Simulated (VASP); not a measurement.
# ZnBH6 (Fm-3m) in VASP: a series of runs

The runs below take ZnBH6 through single point, relaxation of cell and atoms, with PBE.

Everything below comes from runs of VASP 6.6.1. Logs are shortened: lines on timing, memory, paths and dates and some standing lists are left out, and cuts for length are marked.

**1. The cell of the first run**

It takes space group Fm-3m (No. 225, cubic). Conventional cell: a = 6.271 Å, b = 6.271 Å, c = 6.271 Å, α = 90.00°, β = 90.00°, γ = 90.00°. Within 2.4 Å of Zn (site symmetry m-3m) lie 6 H at 1.77 Å. Within 1.8 Å of B (site symmetry m-3m) lie 6 H at 1.36 Å. H (site symmetry 4mm) has 1 B at 1.36 Å and 1 Zn at 1.77 Å within 1.8 Å.

**2. Single point, PBE**

Contents of INCAR:

```
ALGO = Normal ; EDIFF = 1E-6
ENCUT = 520 ; GGA = PE
ISIF = 2 ; ISMEAR = 0
LASPH = True ; LCHARG = False
LREAL = False ; LWAVE = False
NBANDS = 20 ; NELM = 100
PREC = Accurate ; SIGMA = 0.1
```

Contents of KPOINTS:

```
k-points
0
Gamma
  6 6 6
```

Contents of POSCAR:

```
ZnBH6
1.0
    0.0000000000      3.1354272081      3.1354272081
    3.1354272081      0.0000000000      3.1354272081
    3.1354272081      3.1354272081      0.0000000000
Zn B H
1 1 6
Direct
    0.0000000000      0.0000000000      0.0000000000
    0.5000000000      0.5000000000      0.5000000000
    0.7175666136      0.2824333864      0.2824333864
    0.2824333864      0.7175666136      0.7175666136
    0.2824333864      0.7175666136      0.2824333864
    0.7175666136      0.2824333864      0.7175666136
    0.2824333864      0.2824333864      0.7175666136
    0.7175666136      0.7175666136      0.2824333864
```

Potentials or basis: VASP PAW PBE potentials, release 64 (Zn, B, H).

The run is started by

```bash
> cat potpaw_PBE.64/Zn/POTCAR potpaw_PBE.64/B/POTCAR potpaw_PBE.64/H/POTCAR > POTCAR
> mpirun -np 1 vasp_std > vasp.out
```

OUTCAR:

```text
EDIFF = 1E-6
   ENCUT = 520
   GGA = PE
   ISIF = 2
   ISMEAR = 0
   LASPH = True
   LREAL = False
   NELM = 100
   PREC = Accurate

 ion  position               nearest neighbor table
   1  0.000  0.000  0.000-   3 1.77   4 1.77   5 1.77   6 1.77   7 1.77   8 1.77
   2  0.500  0.500  0.500-   3 1.36   4 1.36   5 1.36   6 1.36   7 1.36   8 1.36
   3  0.718  0.282  0.282-   2 1.36   1 1.77
   4  0.282  0.718  0.718-   2 1.36   1 1.77
   5  0.282  0.718  0.282-   2 1.36   1 1.77
   6  0.718  0.282  0.718-   2 1.36   1 1.77
   7  0.282  0.282  0.718-   2 1.36   1 1.77
   8  0.718  0.718  0.282-   2 1.36   1 1.77

  LATTYP: Found a face centered cubic cell.
 ALAT       =     6.2708544162

  Lattice vectors:

 A1 = (   0.0000000000,   3.1354272081,   3.1354272081)
 A2 = (   3.1354272081,   0.0000000000,   3.1354272081)
 A3 = (   3.1354272081,   3.1354272081,   0.0000000000)

Analysis of symmetry for initial positions (statically):
=====================================================================
 Subroutine PRICEL returns:
 Original cell was already a primitive cell.

 Routine SETGRP: Setting up the symmetry group for a
 face centered cubic supercell.

 Subroutine GETGRP returns: Found 48 space group operations
 (whereof 48 operations were pure point group operations)
 out of a pool of 48 trial point group operations.

The static configuration has the point symmetry O_h .

Analysis of symmetry for dynamics (positions and initial velocities):
=====================================================================
 Subroutine PRICEL returns:
 Original cell was already a primitive cell.

 Routine SETGRP: Setting up the symmetry group for a
 face centered cubic supercell.

 Subroutine GETGRP returns: Found 48 space group operations
 (whereof 48 operations were pure point group operations)
 out of a pool of 48 trial point group operations.

The dynamic configuration has the point symmetry O_h .

 Subroutine INISYM returns: Found 48 space group operations
 (whereof 48 operations are pure point group operations),
 and found     1 'primitive' translations

----------------------------------------------------------------------------------------

                                     Primitive cell

  volume of cell :      61.6482

  direct lattice vectors                    reciprocal lattice vectors
     0.000000000  3.135427208  3.135427208    -0.159467902  0.159467902  0.159467902
     3.135427208  0.000000000  3.135427208     0.159467902 -0.159467902  0.159467902
     3.135427208  3.135427208  0.000000000     0.159467902  0.159467902 -0.159467902

  length of vectors
     4.434163682  4.434163682  4.434163682     0.276206509  0.276206509  0.276206509

  position of ions in fractional coordinates (direct lattice)
     0.000000000  0.000000000  0.000000000
     0.500000000  0.500000000  0.500000000
     0.717566614  0.282433386  0.282433386
     0.282433386  0.717566614  0.717566614
     0.282433386  0.717566614  0.282433386
     0.717566614  0.282433386  0.717566614
     0.282433386  0.282433386  0.717566614
     0.717566614  0.717566614  0.282433386

  ion indices of the primitive-cell ions
   primitive index   ion index
                 1           1
                 2           2
                 3           3
                 4           4
                 5           5
                 6           6
                 7           7
                 8           8

----------------------------------------------------------------------------------------

 KPOINTS: k-points

Automatic generation of k-mesh.
 Grid dimensions read from file:
 generate k-points for:    6    6    6

 Generating k-lattice:

  Cartesian coordinates                     Fractional coordinates (reciprocal lattice)
    -0.026577984  0.026577984  0.026577984     0.166666667  0.000000000  0.000000000
     0.026577984 -0.026577984  0.026577984     0.000000000  0.166666667  0.000000000
     0.026577984  0.026577984 -0.026577984     0.000000000  0.000000000  0.166666667

  Length of vectors
     0.046034418  0.046034418  0.046034418

  Shift w.r.t. Gamma in fractional coordinates (k-lattice)
     0.000000000  0.000000000  0.000000000

 Subroutine IBZKPT returns following result:
 ===========================================

 Found     16 irreducible k-points:

 Following reciprocal coordinates:
            Coordinates               Weight
  0.000000  0.000000  0.000000      1.000000
  0.166667  0.000000  0.000000      8.000000
  0.333333  0.000000  0.000000      8.000000
  0.500000  0.000000  0.000000      4.000000
  0.166667  0.166667  0.000000      6.000000
  0.333333  0.166667  0.000000     24.000000
[... 8 lines left out ...]
 -0.333333  0.333333  0.166667     24.000000
 -0.333333  0.500000  0.166667     12.000000
   k-points           NKPTS =     16   k-points in BZ     NKDIM =     16   number of bands    NBANDS=     20
   number of dos      NEDOS =    301   number of ions     NIONS =      8
   total plane-waves  NPLWV =  46656
   dimension x,y,z NGX =    36 NGY =   36 NGZ =   36
   dimension x,y,z NGXF=    72 NGYF=   72 NGZF=   72
   ions per type =               1   1   6
   NGX,Y,Z   is equivalent  to a cutoff of  13.50, 13.50, 13.50 a.u.
   NGXF,Y,Z  is equivalent  to a cutoff of  26.99, 26.99, 26.99 a.u.
 SYSTEM =  unknown system
   PREC   = accura    normal or accurate (medium, high low for compatibility)
   ISTART =      0    job   : 0-new  1-cont  2-samecut
   ICHARG =      2    charge: 1-file 2-atom 10-const
   ISPIN  =      1    spin polarized calculation?
   LNONCOLLINEAR =      F non collinear calculations
   LSORBIT =      F    spin-orbit coupling
   LASPH  =      T    aspherical Exc in radial PAW
   ENCUT  =  520.0 eV  38.22 Ry    6.18 a.u.   8.24  8.24  8.24*2*pi/ulx,y,z
   NELM   =    100;   NELMIN=  2; NELMDL= -5     # of ELM steps
   EDIFF  = 0.1E-05   stopping-criterion for ELM
   LREAL  =      F    real-space projection
   EDIFFG = 0.1E-04   stopping-criterion for IOM
   NSW    =      0    number of steps for IOM
   IBRION =     -1    ionic relax: 0-MD 1-quasi-New 2-CG
   NFREE  =      0    steps in history (QN), initial steepest desc. (CG)
   ISIF   =      2    stress and relaxation
   ISYM   =      2    0-nonsym 1-usesym 2-fastsym
   POTIM  = 0.5000    time-step for ionic-motion
   TEBEG  =    0.0;   TEEND  =   0.0 temperature during run
   PSTRESS=    0.0 pullay stress
   NELECT =      21.0000    total number of electrons
   NUPDOWN=      -1.0000    fix difference up-down
   EMIN   =  10.00;   EMAX   =-10.00  energy-range for DOS
   EFERMI =   0.00;   METHOD = LEGACY
   ISMEAR =     0;   SIGMA  =   0.10  broadening in eV -4-tet -1-fermi 0-gaus
   EFERMI_NEDOS =   21; number of points for ismear=-14 and -15
   IALGO  =     38    algorithm
   IMIX   =      4    mixing-type and parameters
     AMIX     =   0.40;   BMIX     =  1.00
     AMIX_MAG =   1.60;   BMIX_MAG =  1.00
  volume/ion in A,a.u.               =       7.71        52.00
  Fermi-wavevector in a.u.,A,eV,Ry     =   1.143338  2.160595 17.785824  1.307221
  Thomas-Fermi vector in A             =   2.280033
   LORBIT       =      0    0 simple, 1 ext, 2 COOP (PROOUT), +10 PAW based schemes
   GGA     = PE    functional components
   LHFCALC =     F    Hartree Fock is set to
   AEXX    =    0.0000 exact exchange contribution
   IVDW    =     0    specifies the selected vdW correction
   LEPSILON=     F    determine dielectric tensor
   LRPA    =     F    only Hartree local field effects (RPA)
 non-spin polarized calculation
 Gauss-broadening in eV      SIGMA  =   0.10
  energy-cutoff  :      520.00
  volume of cell :       61.65
 maximum number of plane-waves:      1676
 NGX is ok and might be reduce to    36
   NGX = 17   NGY = 17   NGZ = 17

 number of electron      20.9999991 magnetization

 Free energy of the ion-electron system (eV)
  ---------------------------------------------------
  ext. energy  EPLUGINS =         0.00000000
  ---------------------------------------------------
  free energy    TOTEN  =       -25.16314776 eV

  energy without entropy =      -25.16181067  energy(sigma->0) =      -25.16247921

 E-fermi :   0.1362     XC(G=0):  -8.7081

 val. band max:        0.0095300644   @ k =  -0.1667   0.1667   0.0000
 cond. band min:       0.2840088354   @ k =   0.5000   0.3333   0.1667
 fundamental gap:      0.2744787709
 Fermi energy:         0.1362331304

 k-point     1 :       0.0000    0.0000    0.0000
  band No.  band energies     occupation
      1     -11.3698      2.00000
      2      -7.3950      2.00000
      3      -7.3950      2.00000
      4      -6.9583      2.00000
      5      -6.9583      2.00000
      6      -6.9583      2.00000
[... 12 lines left out ...]
     19      10.5955      0.00000
     20      10.7921      0.00000

 k-point     2 :       0.1667    0.0000    0.0000
  band No.  band energies     occupation
      1     -11.1600      2.00000
      2      -7.4686      2.00000
      3      -7.4686      2.00000
      4      -6.9687      2.00000
      5      -6.9536      2.00000
      6      -6.9536      2.00000
[... 12 lines left out ...]
     19      11.4968      0.00000
     20      12.1026      0.00000
[... 281 lines left out ...]
      3      -7.2156      2.00000
      4      -7.1423      2.00000
      5      -6.9395      2.00000
      6      -6.9236      2.00000
[... 12 lines left out ...]
     19      12.1376      0.00000
     20      14.0124      0.00000

 k-point    16 :      -0.3333    0.5000    0.1667
  band No.  band energies     occupation
      1     -10.1289      2.00000
      2      -7.5647      2.00000
      3      -6.9756      2.00000
      4      -6.9490      2.00000
      5      -6.9160      2.00000
      6      -6.8659      2.00000
[... 12 lines left out ...]
     19      13.2893      0.00000
     20      13.5084      0.00000

------------------------ aborting loop because EDIFF is reached ----------------------------------------

  FORCE on cell =-STRESS in cart. coord.  units (eV):
  Direction    XX          YY          ZZ          XY          YZ          ZX
  --------------------------------------------------------------------------------------
  -------------------------------------------------------------------------------------
  Total        0.0004050      0.0004050      0.0004050      0.0000000      0.0000000      0.0000000
  in kB        0.0105262      0.0105262      0.0105262      0.0000000      0.0000000      0.0000000
  external PRESSURE =       0.0105262 kB  Pullay stress =       0.0000000 kB

 VOLUME and BASIS-vectors are now :
 -----------------------------------------------------------------------------
  energy-cutoff  :      520.00
  volume of cell :       61.65
      direct lattice vectors                 reciprocal lattice vectors
     0.000000000  3.135427208  3.135427208    -0.159467902  0.159467902  0.159467902
     3.135427208  0.000000000  3.135427208     0.159467902 -0.159467902  0.159467902
     3.135427208  3.135427208  0.000000000     0.159467902  0.159467902 -0.159467902

 POSITION                                       TOTAL-FORCE (eV/Angst)
 -----------------------------------------------------------------------------------
      0.00000      0.00000      0.00000         0.000000      0.000000     -0.000000
      3.13543      3.13543      3.13543         0.000000      0.000000     -0.000000
      1.77110      3.13543      3.13543         0.050248      0.000000     -0.000000
      4.49976      3.13543      3.13543        -0.050248      0.000000     -0.000000
      3.13543      1.77110      3.13543         0.000000      0.050248     -0.000000
      3.13543      4.49976      3.13543         0.000000     -0.050248     -0.000000
      3.13543      3.13543      1.77110         0.000000      0.000000      0.050248
      3.13543      3.13543      4.49976         0.000000      0.000000     -0.050248
 -----------------------------------------------------------------------------------
    total drift:                               -0.000000      0.000000      0.000000

  FREE ENERGIE OF THE ION-ELECTRON SYSTEM (eV)
  ---------------------------------------------------
  free  energy   TOTEN  =       -25.1631477615 eV

  energy  without entropy=      -25.1618106678  energy(sigma->0) =      -25.16247921
```

Wall time 42 s (1 thread of Intel Xeon 8259CL, shared host); peak memory 0.2 GiB.

Results:

```yaml
Free_energy: -25.1631 eV
Pressure: 0.0 GPa
Largest_force: 0.050 eV/Å
Band_gap_on_the_k_mesh: zero (an odd number of electrons rules out a gap without spin polarisation)
```

Forces on the atoms (eV/Å):
```
Zn   0.000  0.000  0.000
B    0.000  0.000  0.000
H    0.050  0.000  0.000
H   -0.050  0.000  0.000
H    0.000  0.050  0.000
H    0.000 -0.050  0.000
H    0.000  0.000  0.050
H    0.000  0.000 -0.050
```

Levels at points of the mesh, in eV from the Fermi level:
```
           k point  band 7  band 8  band 9  band 10  band 11  band 12  band 13  band 14
(0.00, 0.00, 0.00)   -4.91   -4.91   -4.91    -1.04     1.60     1.60     5.17     5.17
(0.50, 0.00, 0.00)   -7.01   -3.81   -3.81    -1.39    -1.39     1.80     2.45     8.10
(0.50, 0.50, 0.00)   -6.34   -5.54   -5.54    -4.93     2.09     4.88     5.75     5.87
```

**3. Relaxation of cell and atoms, PBE**

This run uses another cell than the first one, of 12.71 Å³/atom.

Contents of INCAR:

```
SYSTEM = ZnBH6
  PREC = Accurate
  ENCUT = 600
  EDIFF = 1E-6
  ISMEAR = 0
  SIGMA = 0.1
  LREAL = .FALSE.
  LASPH = .TRUE.
  NELM = 60
  ALGO = Normal
  ISIF = 3
  LWAVE = .FALSE.
  LCHARG = .FALSE.
  GGA = PE
  IBRION = 2
  NSW = 90
  EDIFFG = -0.04
```

Contents of KPOINTS:

```
regular mesh
0
G
  4 4 4
  0 0 0
```

Contents of POSCAR:

```
ZnBH6
1.0
    0.0000000000      3.7047237900      3.7047237900
    3.7047237900      0.0000000000      3.7047237900
    3.7047237900      3.7047237900      0.0000000000
Zn B H
1 1 6
Direct
    0.0000000000      0.0000000000      0.0000000000
    0.5000000000      0.5000000000      0.5000000000
    0.7500000000      0.2500000000      0.2500000000
    0.2500000000      0.7500000000      0.7500000000
    0.2500000000      0.7500000000      0.2500000000
    0.7500000000      0.2500000000      0.7500000000
    0.2500000000      0.2500000000      0.7500000000
    0.7500000000      0.7500000000      0.2500000000
```

Potentials or basis: VASP PAW PBE potentials, release 64 (Zn, B, H).

The run is started by

```bash
> cat potpaw_PBE.64/Zn/POTCAR potpaw_PBE.64/B/POTCAR potpaw_PBE.64/H/POTCAR > POTCAR
> mpirun -np 1 vasp_std > vasp.out
```

Run time: 5.1 min. Hardware: 1 thread of Intel Xeon 8259CL, shared host; peak memory 0.28 GiB.

Results (log left out):

- Free energy: -25.0396 eV
- Relaxed volume: 7.68 Å³/atom
- Relaxed cell: a = 4.429 Å, b = 4.429 Å, c = 4.429 Å, α = 60.00°, β = 60.00°, γ = 60.00°
- Space group after relaxing (to 0.1 Å): Fm-3m (No. 225)
- Energy gained by relaxing: 536.1 meV/atom
- Ionic steps: 12
- Pressure after relaxing: 0.0 GPa
- Band gap on the k mesh: zero (an odd number of electrons rules out a gap without spin polarisation)

The path:
| step | energy change (eV) | largest force (eV/Å) | pressure (GPa) | volume (Å³) |
| --- | --- | --- | --- | --- |
| 1 | 0.0000 | 1.1630 | -14.54 | 101.69 |
| 2 | -1.8708 | 1.4182 | -14.10 | 85.65 |
| 3 | -3.3248 | 0.7645 | 27.42 | 47.78 |
| 4 | -3.8891 | 1.2033 | -5.18 | 64.25 |
| 5 | -4.1199 | 0.8444 | 1.58 | 58.68 |
| 6 | -4.1295 | 0.7034 | 3.92 | 57.09 |
| 7 | -4.2404 | 0.1714 | 4.62 | 57.92 |
| 8 | -4.2423 | 0.0706 | 4.43 | 57.82 |
| 9 | -4.2845 | 0.0179 | 1.13 | 60.29 |
| 10 | -4.2883 | 0.0519 | 0.02 | 61.26 |
| 11 | -4.2883 | 0.0544 | -0.07 | 61.33 |
| 12 | -4.2889 | 0.0022 | 0.02 | 61.45 |

Final structure:
```yaml
crystal:
  lattice:
    - [0.00000, 3.13206, 3.13206]
    - [3.13206, 0.00000, 3.13206]
    - [3.13206, 3.13206, 0.00000]
  atoms:
    - { symbol: Zn, position: [0.00000, 0.00000, 0.00000] }
    - { symbol: B, position: [0.50000, 0.50000, 0.50000] }
    - { symbol: H, position: [0.71804, 0.28196, 0.28196] }
    - { symbol: H, position: [0.28196, 0.71804, 0.71804] }
    - { symbol: H, position: [0.28196, 0.71804, 0.28196] }
    - { symbol: H, position: [0.71804, 0.28196, 0.71804] }
    - { symbol: H, position: [0.28196, 0.28196, 0.71804] }
    - { symbol: H, position: [0.71804, 0.71804, 0.28196] }
```

Levels at points of the mesh, in eV from the Fermi level:
```tsv
k point	band 8	band 9	band 10	band 11	band 12	band 13
(0.00, 0.00, 0.00)	-5.10	-5.10	-1.24	1.43	1.43	4.97
(0.50, 0.00, 0.00)	-3.99	-3.99	-1.58	-1.58	1.61	2.26
(0.50, 0.50, 0.00)	-5.73	-5.73	-5.14	1.93	4.70	5.56
```

Caveat: the k points lie up to 0.43 Å⁻¹ apart in the final cell, too coarse for converged energies and pressures of a metal; the volume moved by over 15 % at a fixed basis, so the end points are rough.

The gap in the log of VASP goes by the Fermi energy; the results here count the filled bands.